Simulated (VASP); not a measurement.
**AlRu: single point with PBE**

AlRu:

```xyz
2
Lattice="2.8690 0.0000 0.0000 0.0000 2.8690 0.0000 0.0000 0.0000 3.1478" Properties=species:S:1:pos:R:3 pbc="T T T"
Al    0.0000    0.0000    0.0000
Ru    1.4345    1.4345    1.5739
```

This cell differs from its parent crystal: biaxial strain in the a-b plane: -4.5 %, then relaxed in part.

- Program: VASP 6.6.1
- Task: single point
- Functional: PBE
- Potentials or basis: VASP PAW PBE potentials, release 64 (Al, Ru_pv)
- Cutoff: 520 eV
- k mesh: 18 × 18 × 18
- Occupations: gaussian, width 0.1 eV
- Spin: no spin polarisation
- Dipole correction: no
- Further INCAR settings: ALGO = Fast; EDIFF = 1e-06; NBANDS = 16

The pressure is 11.1 GPa.

Stress tensor (GPa, compression positive):
```
16.67  0.00  0.00
 0.00 16.67  0.00
 0.00  0.00  0.06
```

Levels at points of the mesh, in eV from the Fermi level:
```csv
k point,band 5,band 6,band 7,band 8,band 9,band 10,band 11,band 12,band 13,band 14
"(0.00, 0.00, 0.00)",-3.86,-3.77,0.01,0.01,0.57,4.38,7.18,7.18,10.88,10.98
"(0.50, 0.00, 0.00)",-5.25,-2.87,-2.45,-1.36,0.34,2.93,7.24,9.63,11.99,12.31
"(0.50, 0.50, 0.00)",-3.00,-1.82,-1.82,-1.08,-1.08,2.02,6.32,6.86,9.49,12.08
"(0.00, 0.00, 0.50)",-6.15,-3.18,-1.31,-1.31,0.73,1.27,7.52,12.00,12.00,12.95
"(0.50, 0.00, 0.50)",-3.33,-1.92,-1.26,-1.10,-0.82,1.22,5.29,6.23,11.63,12.08
"(0.50, 0.50, 0.50)",-4.79,-4.79,1.30,2.07,2.77,3.78,4.41,4.41,8.26,8.26
```

Run time: 88 s on 1 thread of Intel Xeon 6975P-C, with other jobs on the host, peak memory 0.32 GiB.

Caveat: the cell differs from its parent crystal (biaxial strain in the a-b plane: -4.5 %, then relaxed in part).
